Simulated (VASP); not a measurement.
# Te2Mo (P6_3/mmc) in VASP: notebook, part 2 of 2

VASP 6.6.1. Earlier steps stand in the parts before.

## 5. Single point, LDA

This run uses another cell than the first one, of 25.96 Å³/atom.

INCAR reads:

```
SYSTEM = Te2Mo
PREC     = Accurate       ! precision mode
ENCUT    = 520            ! plane-wave cutoff, eV
EDIFF    = 1E-6           ! SCF threshold, eV
ISMEAR   = -1             ! smearing method
SIGMA    = 0.05           ! smearing width, eV
LREAL    = .FALSE.        ! projectors in reciprocal space
LASPH    = .TRUE.         ! aspherical terms in the spheres
NELM     = 80             ! most SCF steps
ALGO     = Normal         ! electronic algorithm
ISIF     = 2              ! what is computed and relaxed
LWAVE    = .FALSE.        ! write WAVECAR
LCHARG   = .TRUE.         ! write CHGCAR
LELF     = .TRUE.         ! ELF
LVHAR    = .TRUE.       
NBANDS   = 35             ! bands
```

KPOINTS reads:

```
Automatic mesh
0
G
  9 9 2
  0 0 0
```

POSCAR reads:

```
Te2Mo
1.0
    3.5644974145      0.0000000000      0.0000000000
   -1.7822487073      3.0869453127      0.0000000000
    0.0000000000      0.0000000000     14.1574842452
Te Mo
4 2
Direct
    0.6666666667      0.3333333333      0.3790000000
    0.3333333333      0.6666666667      0.8790000000
    0.6666666667      0.3333333333      0.1210000000
    0.3333333333      0.6666666667      0.6210000000
    0.6666666667      0.3333333333      0.7500000000
    0.3333333333      0.6666666667      0.2500000000
```

On the command line:

```sh
$ cat potpaw_LDA.64/Te/POTCAR potpaw_LDA.64/Mo_sv/POTCAR > POTCAR
$ mpirun -np 1 vasp_std > vasp.out
```

It took 2.8 min on 1 thread of Intel Xeon 8259CL, shared host; peak memory 0.29 GiB.

The run converged. Its results:

```yaml
Free_energy: -41.0542 eV
Pressure: -6.3 GPa
Largest_force: 0.737 eV/Å
Band_gap_on_the_k_mesh: 0.77 eV (least direct gap 0.98 eV)
```

Forces on the atoms (eV/Å):
```
Te   0.000  0.000 -0.737
Te   0.000  0.000 -0.737
Te   0.000  0.000  0.737
Te   0.000  0.000  0.737
Mo   0.000  0.000  0.000
Mo   0.000  0.000  0.000
```

Stress tensor (GPa, compression positive):
```
-6.04  0.00  0.00
 0.00 -6.04  0.00
 0.00  0.00 -6.72
```

Levels at points of the mesh, in eV from the valence-band top:
```
           k point  band 24  band 25  band 26  band 27  band 28  band 29
(0.00, 0.00, 0.00)    -0.96    -0.33     0.00     2.75     2.75     2.87
(0.00, 0.00, 0.50)    -0.99    -0.08    -0.08     2.78     2.78     2.78
```

Caveat: the cell stands under tension; semilocal functionals underestimate gaps, and a narrow one can read as zero; spin-orbit coupling is left out, which moves the levels of the heavy elements. Expect the measured gap to be larger: semilocal functionals such as LDA lack the derivative discontinuity.

## 6. Single point, LDA

This run uses another cell than the first one, of 26.46 Å³/atom.

INCAR reads:

```
ALGO = Normal
EDIFF = 1E-6
ENCUT = 520
GGA = CA
ISIF = 2
ISMEAR = -1
LASPH = True
LCHARG = True
LELF = True
LREAL = False
LVHAR = True
LWAVE = False
NBANDS = 35
NELM = 60
PREC = Accurate
SIGMA = 0.05
```

KPOINTS reads:

```
k-points
0
Gamma
  9 9 2
```

POSCAR, as its differences from that of step 5:

```diff
@@ -2,5 +2,5 @@
 1.0
-    3.5644974145      0.0000000000      0.0000000000
-   -1.7822487073      3.0869453127      0.0000000000
-    0.0000000000      0.0000000000     14.1574842452
+    3.5872018318      0.0000000000      0.0000000000
+   -1.7936009159      3.1066079149      0.0000000000
+    0.0000000000      0.0000000000     14.2476617354
 Te Mo
```

Potentials or basis: VASP PAW LDA potentials, release 64 (Te, Mo_sv).

On the command line:

```sh
$ cat potpaw_LDA.64/Te/POTCAR potpaw_LDA.64/Mo_sv/POTCAR > POTCAR
$ mpirun -np 1 vasp_std > vasp.out
```

Run time: 4 min. Hardware: 1 thread of Intel Xeon 8259CL, shared host; peak memory 0.29 GiB.

It converged, with:

| Quantity | Value |
| --- | --- |
| Free energy | -40.9239 eV |
| Pressure | -7.7 GPa |
| Largest force | 0.958 eV/Å |
| Band gap on the k mesh | 0.77 eV (least direct gap 0.95 eV) |

Forces on the atoms (eV/Å):
```
Te   0.000  0.000 -0.958
Te   0.000  0.000 -0.958
Te   0.000  0.000  0.958
Te   0.000  0.000  0.958
Mo   0.000  0.000  0.000
Mo   0.000  0.000  0.000
```

Stress tensor (GPa, compression positive):
```
-7.37  0.00  0.00
 0.00 -7.37  0.00
 0.00  0.00 -8.43
```

Levels at points of the mesh, in eV from the valence-band top:
```
           k point  band 24  band 25  band 26  band 27  band 28  band 29
(0.00, 0.00, 0.00)    -0.90    -0.33     0.00     2.68     2.68     2.80
(0.00, 0.00, 0.50)    -0.96    -0.08    -0.08     2.72     2.72     2.72
```

Caveat: the cell stands under tension; semilocal functionals underestimate gaps, and a narrow one can read as zero; spin-orbit coupling is left out, which moves the levels of the heavy elements. A k mesh can miss the band edges.

## 7. Overview

| level | potentials or basis | cell | gap on the mesh (eV) | pressure (GPa) | largest force (eV/Å) |
| --- | --- | --- | --- | --- | --- |
| LDA | VASP PAW LDA potentials, release 64 (Te, Mo_sv) | a = 3.495, b = 3.495, c = 13.880 Å, angles 90.0, 90.0, 120.0°, 6 atoms, atomic positions A | 0.74 | -0.7 | 0.04 |
| PBEsol | VASP PAW PBE potentials, release 64 (Te, Mo_sv) | a = 3.494, b = 3.494, c = 14.010 Å, angles 90.0, 90.0, 120.0°, 6 atoms, atomic positions B | 0.79 | 0.1 | 0.03 |
| LDA | VASP PAW LDA potentials, release 64 (Te, Mo_sv) | a = 3.542, b = 3.542, c = 14.066 Å, angles 90.0, 90.0, 120.0°, 6 atoms, atomic positions A | 0.76 | -4.6 | 0.50 |
| LDA | VASP PAW LDA potentials, release 64 (Te, Mo_sv) | a = 3.564, b = 3.564, c = 14.157 Å, angles 90.0, 90.0, 120.0°, 6 atoms, atomic positions A | 0.77 | -6.3 | 0.74 |
| LDA | VASP PAW LDA potentials, release 64 (Te, Mo_sv) | a = 3.587, b = 3.587, c = 14.248 Å, angles 90.0, 90.0, 120.0°, 6 atoms, atomic positions A | 0.77 | -7.7 | 0.96 |

Alike in all rows: task single point; no spin polarisation; k mesh 9 × 9 × 2; cutoff (eV) 520; smearing fermi-dirac 0.05 eV.

Caveats: semilocal functionals underestimate gaps, and a narrow one can read as zero; spin-orbit coupling is left out, which moves the levels of the heavy elements; the cell stands under tension (at least some runs); the PAW data sets were made with another functional, which shifts forces and pressure a little (at least some runs); this functional lacks dispersion, which binds layers or chains, so the pressure and a relaxed spacing across them are unreliable (at least some runs).

Total energies depend on the potentials used, so only differences within one code and one set of settings carry meaning.

## 8. How close it comes

Step 2. A measured gap of Te2Mo is 0.88 eV (indirect; 300 K; quoted in “Broadband infrared study of pressure-tunable Fano resonance and metallization transition in 2H-MoTe2”, 2022, pmc:9569381); the calculated 0.74 eV misses it by -0.14 eV. Spin-orbit coupling on Mo, Te is left out. The value is that of LDA on a finite k mesh, which can miss the band edges, without temperature or zero-point motion. Semilocal functionals fall short of measured gaps as a rule.

Step 3. Measured gap of Te2Mo: 0.88 eV (indirect; 300 K; quoted in “Broadband infrared study of pressure-tunable Fano resonance and metallization transition in 2H-MoTe2”, 2022, pmc:9569381). This calculation gives 0.79 eV (-0.09 eV). Spin-orbit coupling on Mo, Te is left out. The value is that of PBEsol on a finite k mesh, which can miss the band edges, without temperature or zero-point motion. Semilocal functionals fall short of measured gaps as a rule.
